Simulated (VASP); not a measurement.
Set up this calculation in VASP 6.6.1, as the native input.

```yaml
Task: single point
Functional: PBE
Potentials_or_basis: VASP PAW PBE potentials, release 64 (Na_pv)
Cutoff: 520 eV
k_mesh: 16 × 16 × 16
Occupations: gaussian, width 0.15 eV
Spin: no spin polarisation
Dipole_correction: no
Further_INCAR_settings: ALGO = Normal; EDIFF = 1e-06; NBANDS = 10
```

The structure of Na lies in POSCAR:

```
Na
1.0
   -2.1175000000      2.1175000000      2.2233750000
    2.1175000000     -2.1175000000      2.2233750000
    2.1175000000      2.1175000000     -2.2233750000
Na
1
Direct
    0.0000000000      0.0000000000      0.0000000000
```

This cell differs from its parent crystal: strain +0.000 along x and y, +0.050 along z.

One way to write it, as run:

INCAR

```
SYSTEM = Na
PREC     = Accurate       ! precision mode
ENCUT    = 520            ! plane-wave cutoff, eV
EDIFF    = 1E-6           ! SCF threshold, eV
ISMEAR   = 0              ! smearing method
SIGMA    = 0.15           ! smearing width, eV
LREAL    = .FALSE.        ! projectors in reciprocal space
LASPH    = .TRUE.         ! aspherical terms in the spheres
NELM     = 100            ! most SCF steps
ALGO     = Normal         ! electronic algorithm
ISIF     = 2              ! what is computed and relaxed
LWAVE    = .FALSE.        ! write WAVECAR
LCHARG   = .FALSE.        ! write CHGCAR
GGA      = PE             ! functional
NBANDS   = 10             ! bands
```

KPOINTS

```
Automatic mesh
0
G
  16 16 16
  0 0 0
```

Potentials or basis: VASP PAW PBE potentials, release 64 (Na_pv).

Launch:

```console
$ cat potpaw_PBE.64/Na_pv/POTCAR > POTCAR
$ mpirun -np 1 vasp_std > vasp.out
```

It gave:

```yaml
Pressure: -0.5 GPa
```

Caveat: the cell differs from its parent crystal (strain +0.000 along x and y, +0.050 along z).

Wall time 61 s on 1 thread of Intel(R) Xeon(R) Platinum 8259CL CPU @ 2.50GHz (Skylake/Cascade Lake) (shared host), peak memory 0.23 GiB.
